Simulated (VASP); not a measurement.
# BP (F-43m) in VASP: settings compared

Aim: see how the results for BP move with the level of theory and the settings. Levels: PBEsol, PBE. Tasks: vibrations by perturbation theory, dielectric tensor.

All numbers are computed with VASP 6.6.1; they aren't measurements. Logs are shortened: lines on timing, memory, paths and dates and some standing lists are left out, and cuts for length are marked.

## Step 1: The cell of the first run

It takes space group F-43m (No. 216, cubic). The conventional cell has a = 4.520 Å, b = 4.520 Å, c = 4.520 Å, α = 90.00°, β = 90.00°, γ = 90.00°. Within 2.6 Å of B (site symmetry -43m) lie 4 P at 1.96 Å. P (site symmetry -43m) has 4 B at 1.96 Å within 2.6 Å.

## Step 2: Vibrations by perturbation theory, PBEsol

INCAR reads:

```
ALGO     = Normal         # electronic algorithm
EDIFF    = 1E-8           # SCF threshold, eV
ENCUT    = 520            # plane-wave cutoff, eV
GGA      = PS             # functional
IBRION   = 8              # ionic algorithm
ISIF     = 2              # what is computed and relaxed
ISMEAR   = 0              # smearing method
LASPH    = T              # aspherical terms in the spheres
LCHARG   = T              # write CHGCAR
LEPSILON = T              # dielectric tensor by DFPT
LREAL    = F              # projectors in reciprocal space
LWAVE    = F              # write WAVECAR
NBANDS   = 11             # bands
NELM     = 80             # most SCF steps
NSW      = 1              # ionic steps
PREC     = Accurate       # precision mode
SIGMA    = 0.01           # smearing width, eV
```

KPOINTS reads:

```
k-points
0
Gamma
  8 8 8
```

POSCAR reads:

```
BP
1.0
    0.0000000000      2.2600994476      2.2600994476
    2.2600994476      0.0000000000      2.2600994476
    2.2600994476      2.2600994476      0.0000000000
B P
1 1
Direct
    0.0000000000      0.0000000000      0.0000000000
    0.2500000000      0.2500000000      0.2500000000
```

Potentials or basis: VASP PAW PBE potentials, release 64 (B, P).

Started as:

```
$ cat potpaw_PBE.64/B/POTCAR potpaw_PBE.64/P/POTCAR > POTCAR
$ mpirun -np 1 vasp_std > vasp.out
```

OUTCAR:

```text
EDIFF = 1E-8
   ENCUT = 520
   GGA = PS
   IBRION = 8
   ISIF = 2
   ISMEAR = 0
   LASPH = T
   LEPSILON = T
   LREAL = F
   NELM = 80
   NSW = 1
   PREC = Accurate

 ion  position               nearest neighbor table
   1  0.000  0.000  0.000-   2 1.96   2 1.96   2 1.96   2 1.96
   2  0.250  0.250  0.250-   1 1.96   1 1.96   1 1.96   1 1.96

  LATTYP: Found a face centered cubic cell.
 ALAT       =     4.5201988952

  Lattice vectors:

 A1 = (   0.0000000000,   2.2600994476,   2.2600994476)
 A2 = (   2.2600994476,   0.0000000000,   2.2600994476)
 A3 = (   2.2600994476,   2.2600994476,   0.0000000000)

Analysis of symmetry for initial positions (statically):
=====================================================================
 Subroutine PRICEL returns:
 Original cell was already a primitive cell.

 Routine SETGRP: Setting up the symmetry group for a
 face centered cubic supercell.

 Subroutine GETGRP returns: Found 24 space group operations
 (whereof 24 operations were pure point group operations)
 out of a pool of 48 trial point group operations.

The static configuration has the point symmetry T_d .

Analysis of symmetry for dynamics (positions and initial velocities):
=====================================================================
 Subroutine PRICEL returns:
 Original cell was already a primitive cell.

 Routine SETGRP: Setting up the symmetry group for a
 face centered cubic supercell.

 Subroutine GETGRP returns: Found 24 space group operations
 (whereof 24 operations were pure point group operations)
 out of a pool of 48 trial point group operations.

The dynamic configuration has the point symmetry T_d .

 Subroutine INISYM returns: Found 24 space group operations
 (whereof 24 operations are pure point group operations),
 and found     1 'primitive' translations

----------------------------------------------------------------------------------------

                                     Primitive cell

  volume of cell :      23.0894

  direct lattice vectors                    reciprocal lattice vectors
     0.000000000  2.260099448  2.260099448    -0.221229203  0.221229203  0.221229203
     2.260099448  0.000000000  2.260099448     0.221229203 -0.221229203  0.221229203
     2.260099448  2.260099448  0.000000000     0.221229203  0.221229203 -0.221229203

  length of vectors
     3.196263291  3.196263291  3.196263291     0.383180220  0.383180220  0.383180220

  position of ions in fractional coordinates (direct lattice)
     0.000000000  0.000000000  0.000000000
     0.250000000  0.250000000  0.250000000

  ion indices of the primitive-cell ions
   primitive index   ion index
                 1           1
                 2           2

----------------------------------------------------------------------------------------

 KPOINTS: k-points

Automatic generation of k-mesh.
 Grid dimensions read from file:
 generate k-points for:    8    8    8

 Generating k-lattice:

[... 483 lines left out ...]
 ------------------------------------------------------

 Free energy of the ion-electron system (eV)
  ---------------------------------------------------
  ---------------------------------------------------
  free energy    TOTEN  =        -0.58806652 eV

  energy without entropy =       -0.58806652

------------------------ aborting loop because EDIFF is reached ----------------------------------------

--------------------------------------- Ionic step        2  -------------------------------------------

------------------------ aborting loop because EDIFF is reached ----------------------------------------

--------------------------------------- Ionic step        3  -------------------------------------------

------------------------ aborting loop because EDIFF is reached ----------------------------------------

 PIEZOELECTRIC TENSOR FIELD DIRECTION 3  (e Angst)
 -----------------------------------------------------------------------------
    -0.00031  0.19636  0.00000           ( -0.00000  0.07785  0.00000)
     0.19636 -0.00031  0.00000           (  0.07785 -0.00000  0.00000)
     0.00000  0.00000 -0.00028           (  0.00000  0.00000 -0.00000)

 PIEZOELECTRIC TENSOR FIELD DIRECTION 3  (C/m^2)
 -----------------------------------------------------------------------------
    -0.00022  0.13625  0.00000
     0.13625 -0.00022  0.00000
     0.00000  0.00000 -0.00020

--------------------------------------- Ionic step        4  -------------------------------------------

------------------------ aborting loop because EDIFF is reached ----------------------------------------

[... ionic steps 5 to 6 ...]

--------------------------------------- Ionic step        7  -------------------------------------------

 Free energy of the ion-electron system (eV)
  ---------------------------------------------------
  ---------------------------------------------------
  free energy    TOTEN  =        -0.04072094 eV

  energy without entropy =       -0.04072094

------------------------ aborting loop because EDIFF is reached ----------------------------------------

 INTERNAL STRAIN TENSOR  FOR ION    2  DIRECTION 1   (eV/Angst):
 -----------------------------------------------------------------------------
     0.00632  0.00000  0.00000
     0.00000  0.00011 -7.45737
     0.00000 -7.45737  0.00011

 MACROSCOPIC STATIC DIELECTRIC TENSOR (including local field effects in DFT)
 ------------------------------------------------------
           9.681284     0.000000     0.000000
           0.000000     9.681284     0.000000
          -0.000000    -0.000000     9.681284
 ------------------------------------------------------

 PIEZOELECTRIC TENSOR (including local field effects)  for field in x, y, z        (e  Angst)
          XX          YY          ZZ          XY          YZ          ZX
  --------------------------------------------------------------------------------
  x     0.00000     0.00000     0.00000     0.00000     0.19049     0.00000
  y    -0.00000     0.00000    -0.00000     0.00000     0.00000     0.19049
  z     0.00000     0.00000     0.00000     0.19049     0.00000     0.00000

 PIEZOELECTRIC TENSOR (including local field effects)  for field in x, y, z        (C/m^2)
          XX          YY          ZZ          XY          YZ          ZX
  --------------------------------------------------------------------------------
  x     0.00000     0.00000     0.00000     0.00000     0.13218     0.00000
  y    -0.00000     0.00000    -0.00000     0.00000     0.00000     0.13218
  z     0.00000     0.00000     0.00000     0.13218     0.00000     0.00000

 BORN EFFECTIVE CHARGES (including local field effects) (in |e|, cummulative output)
 ---------------------------------------------------------------------------------
 ion    1
    1    -0.53874     0.00000     0.00000
    2     0.00000    -0.53874     0.00000
    3    -0.00000     0.00000    -0.53874
 ion    2
    1     0.53874    -0.00000    -0.00000
    2    -0.00000     0.53874    -0.00000
    3     0.00000    -0.00000     0.53874

 INTERNAL STRAIN TENSOR FOR ION    2 for displacements in x,y,z  (eV/Angst):
          X           Y           Z          XY          YZ          ZX
  --------------------------------------------------------------------------------
  x     0.00000     0.00000     0.00000     0.00000    -7.45737     0.00000
  y     0.00000     0.00000     0.00000     0.00000     0.00000    -7.45737
  z     0.00000     0.00000     0.00000    -7.45737     0.00000     0.00000

 SECOND DERIVATIVES (NOT SYMMETRIZED)
 ------------------------------------
               1X          1Y          1Z          2X          2Y          2Z
  1X   -19.383009    0.000000    0.000000   19.383009    0.000000    0.000000
  1Y     0.000000  -19.383009    0.000000    0.000000   19.383009    0.000000
  1Z     0.000000    0.000000  -19.383009    0.000000    0.000000   19.383009
  2X    19.388290    0.000000    0.000000  -19.388290    0.000000    0.000000
  2Y     0.000000   19.388290    0.000000    0.000000  -19.388290    0.000000
  2Z     0.000000    0.000000   19.388290    0.000000    0.000000  -19.388290

 Eigenvectors and eigenvalues of the dynamical matrix
 ----------------------------------------------------

   1 f  =   24.313935 THz   152.768962 2PiTHz  811.025587 cm-1   100.554312 meV
             X         Y         Z           dx          dy          dz
      0.000000  0.000000  0.000000     0.000000    0.860940    0.000000
      1.130050  1.130050  1.130050     0.000000   -0.508706    0.000000
[... 21 lines left out ...]
   6 f/i=    0.001450 THz     0.009113 2PiTHz    0.048381 cm-1     0.005999 meV
             X         Y         Z           dx          dy          dz
      0.000000  0.000000  0.000000     0.000000    0.000000   -0.508706
      1.130050  1.130050  1.130050     0.000000    0.000000   -0.860940

--------------------------------------------------------------------------------------------------------

 MACROSCOPIC STATIC DIELECTRIC TENSOR IONIC CONTRIBUTION
 ------------------------------------------------------
           0.117334    -0.000000    -0.000000
          -0.000000     0.117334    -0.000000
          -0.000000    -0.000000     0.117334
 ------------------------------------------------------

 ELASTIC MODULI CONTR FROM IONIC RELAXATION (kBar)
 Direction    XX          YY          ZZ          XY          YZ          ZX
 --------------------------------------------------------------------------------
 XX          -0.0000      0.0000      0.0000     -0.0000      0.0000     -0.0000
 YY           0.0000     -0.0000      0.0000     -0.0000     -0.0000      0.0000
 ZZ           0.0000      0.0000     -0.0000      0.0000     -0.0000     -0.0000
 XY          -0.0000     -0.0000      0.0000   -210.6331      0.0000      0.0000
 YZ           0.0000     -0.0000     -0.0000      0.0000   -210.6331      0.0000
 ZX          -0.0000      0.0000     -0.0000      0.0000      0.0000   -210.6331
 --------------------------------------------------------------------------------

 PIEZOELECTRIC TENSOR IONIC CONTR  for field in x, y, z        (C/m^2)
          XX          YY          ZZ          XY          YZ          ZX
  --------------------------------------------------------------------------------
  x     0.00000    -0.00000    -0.00000     0.00000    -0.14793     0.00000
  y    -0.00000     0.00000    -0.00000     0.00000     0.00000    -0.14793
  z    -0.00000    -0.00000     0.00000    -0.14793    -0.00000     0.00000
```

Run time: 2.8 min. Hardware: 1 thread of Intel Xeon 8259CL, shared host; peak memory 0.19 GiB.

What came out:

```
Electronic dielectric tensor (diagonal)                 : 9.68
Born charges (mean of the diagonal)                     : B -0.54; P +0.54 e
Highest phonon frequency at Γ, LO-TO splitting left out : 811 cm⁻¹
```

Phonon frequencies in cm⁻¹ (negative: imaginary):
```tsv
q point	frequencies
(0.000, 0.000, 0.000)	0 0 0 811 811 811
```

Electronic dielectric tensor:
```
9.68 0.00 0.00
0.00 9.68 0.00
0.00 0.00 9.68
```

Born effective charge tensors (e):
atom 1, B
```
-0.54  0.00  0.00
 0.00 -0.54  0.00
 0.00  0.00 -0.54
```
atom 2, P
```
0.54 0.00 0.00
0.00 0.54 0.00
0.00 0.00 0.54
```

[end of part 1 of 2]
